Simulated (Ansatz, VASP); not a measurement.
# Two plane-wave programs on Sn3Te2O

```
Sn Te O
1.0
     5.84839    0.00000    0.00000
    -2.92419    5.06485    0.00000
     0.00000    0.00000    6.08126
Sn Te O
3 2 1
Direct
  0.50000 0.00000 0.50000
  0.00000 0.50000 0.50000
  0.50000 0.50000 0.50000
  0.33333 0.66667 0.00000
  0.66667 0.33333 0.00000
  0.00000 0.00000 0.50000
```

Alike in both runs: task relaxation of cell and atoms; functional PBE; k mesh 6 × 6 × 6; occupations gaussian, width 0.1 eV; no spin polarisation.

```csv
,VASP,Ansatz
version,VASP 6.6.1,Ansatz 0.2.0
potentials or method,"VASP PAW PBE potentials, release 64 (Sn_d, Te, O), cutoff 600 eV","scalar-relativistic, plane waves, PAW"
valence electrons in the cell,60,80
```

VASP gave:

| Property | Result |
| --- | --- |
| gap on the k mesh at the Fermi level, each at its own relaxed structure (eV) | none |
| relaxed volume (Å³/atom) | 29.89 |
| relaxed length of the cell vector where the two differ most in proportion (Å) | 5.921 |

Task: Which values does Ansatz return?

Result: gap on the k mesh at the Fermi level, each at its own relaxed structure (eV): none; relaxed volume (Å³/atom): 29.92; relaxed length of the cell vector where the two differ most in proportion (Å): 5.928.

A gap of «none» marks a metal or a gap that the smearing closes. VASP's potentials hold 60 valence electrons a cell and Ansatz's 80, so a difference there can come from the potentials and not from the codes.

Neither program's run includes spin-orbit coupling.
